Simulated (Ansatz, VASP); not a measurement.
**Two plane-wave programs on SnTe**

The input POSCAR:

```
SnTe
1.0
    0.0000000000      3.5431265900      3.5431265900
    3.5431265900      0.0000000000      3.5431265900
    3.5431265900      3.5431265900      0.0000000000
Sn Te
1 1
Direct
    0.0000000000      0.0000000000      0.0000000000
    0.2500000000      0.2500000000      0.2500000000
```

Contents of INCAR.step1:

```
  PREC = Accurate
  ENCUT = 520
  ISMEAR = -1
  SIGMA = 0.02
  LREAL = F
  LASPH = T
  NELM = 60
  NBANDS = 17
  GGA = PE
  ALGO = Normal
  EDIFF = 1E-4
  LWAVE = T
  LCHARG = F
```

Contents of INCAR.step2:

```
  PREC = Accurate
  ENCUT = 520
  EDIFF = 1E-7
  ISMEAR = -1
  SIGMA = 0.02
  LREAL = F
  LASPH = T
  NELM = 60
  ALGO = Normal
  ISIF = 2
  LWAVE = F
  LCHARG = F
  METAGGA = R2SCAN
  LMIXTAU = T
  NBANDS = 17
  ISTART = 1
```

Contents of KPOINTS:

```
Automatic mesh
0
Gamma
  6 6 6
```

Input for Ansatz:

```yaml
crystal:
  lattice:
    - [0.0, 3.54312659, 3.54312659]
    - [3.54312659, 0.0, 3.54312659]
    - [3.54312659, 3.54312659, 0.0]
  atoms:
    - { symbol: Sn, position: [0.0, 0.0, 0.0] }
    - { symbol: Te, position: [0.25, 0.25, 0.25] }
kpoints:
  mp_grid: { grid: [6, 6, 6] }
  band_path:
    path:
      - [0.0, 0.0, 0.0]
      - [-0.5, -0.5, 0.0]
      - [-0.375, -0.375, 0.25]
      - [-0.375, 0.0, 0.375]
      - [0.0, 0.0, 0.5]
      - [-0.5, -0.25, 0.25]
    npoints: 1
hamiltonian:
  xc: r2scan
scf:
  occupations: { method: fermi_dirac, width: 0.02 }
  n_extra_bands: 4
output:
  forces: true
  stress: true
  eigenvalues: true
```

Change from the starting cell: hydrostatic strain -1.1%.

Alike in both runs: task single point; functional r2SCAN; k mesh 6 × 6 × 6; occupations fermi-dirac, width 0.02 eV; no spin polarisation.

|  | VASP | Ansatz |
| --- | --- | --- |
| version | VASP 6.6.1 | Ansatz 0.2.0 |
| potentials or method | VASP PAW PBE potentials, release 64 (Sn_d, Te) | plane waves, PAW |
| plane-wave cutoff (eV) | 520 | 500 |
| valence electrons in the cell | 20 | 30 |

```csv
,VASP,Ansatz,Ansatz less VASP
pressure (GPa),1.0,1.0,+0.01
```

VASP's potentials were made for PBE, not for r2SCAN. With one functional, cell and mesh, what is left measures potentials, basis and numerics. VASP's potentials hold 20 valence electrons a cell and Ansatz's 30, so a difference there can come from the potentials and not from the codes.

Neither program's run includes spin-orbit coupling.
